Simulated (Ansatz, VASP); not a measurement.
## BN in VASP and in Ansatz

```xyz
4
Lattice="2.4982 0.0000 0.0000 -1.2491 2.1635 0.0000 0.0000 0.0000 6.6357" Properties=species:S:1:pos:R:3 pbc="T T T"
B     0.0000    1.4424    1.6589
B     1.1867    0.8294    4.9768
N     0.0000    1.4424    4.9768
N     1.2491    0.7212    1.6589
```

Alike in both runs: task single point; functional PBE; k mesh 7 × 7 × 3; occupations fermi-dirac, width 0.01 eV; no spin polarisation.

|  | VASP | Ansatz |
| --- | --- | --- |
| version | VASP 6.6.1 | Ansatz 0.2.0 |
| potentials or method | VASP PAW PBE potentials, release 64 (B, N) | plane waves, PAW |
| plane-wave cutoff (eV) | 600 | 420 |
| valence electrons in the cell | 16 | 16 |

|  | VASP | Ansatz | Ansatz less VASP |
| --- | --- | --- | --- |
| rms of the force components (eV/Å) | 2.219 | 2.224 | +0.0048 |

Atom by atom the forces differ by 0.005 eV/Å (rms over components).
